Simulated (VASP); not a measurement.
Crystal: AlNi.

```
Ni Al
1.0
     2.88100    0.00000    0.00000
     0.00000    2.88100    0.00000
     0.00000    0.00000    2.88100
Ni Al
1 1
Cartesian
  1.4405 1.4405 1.4405
  0.0000 0.0000 0.0000
```

* Program: VASP 6.6.1
* Task: relaxation of cell and atoms
* Functional: PBEsol
* Potentials or basis: VASP PAW PBE potentials, release 64 (Ni, Al)
* Cutoff: 600 eV
* k mesh: 9 × 9 × 9
* Occupations: fermi-dirac, width 0.05 eV
* Spin: collinear spin, ferromagnetic start
* Starting moments: [1.0, 0.0] μB

At the start: pressure -3.2 GPa; volume 11.96 Å³/atom.

**Question.** Where does the relaxation end?

**Answer.** Over 3 steps the energy falls by 2.4 meV/atom and the volume is 11.72 Å³/atom (-2.0 %); space group Pm-3m (No. 221, to 0.05 Å); moment 0.00 μB per cell.

The path:
```csv
step,energy change (eV),largest force (eV/Å),pressure (GPa),volume (Å³)
1,0.0000,0.0000,-3.20,23.91
2,-0.0019,0.0000,2.76,23.09
3,-0.0048,0.0000,0.01,23.44
```

Final structure:
```
Ni Al
1.0
     2.86204    0.00000    0.00000
     0.00000    2.86204    0.00000
     0.00000    0.00000    2.86204
Ni Al
1 1
Direct
  0.50000 0.50000 0.50000
  0.00000 0.00000 0.00000
```

Caveat: the PAW data sets were made with another functional, which shifts forces and pressure a little.
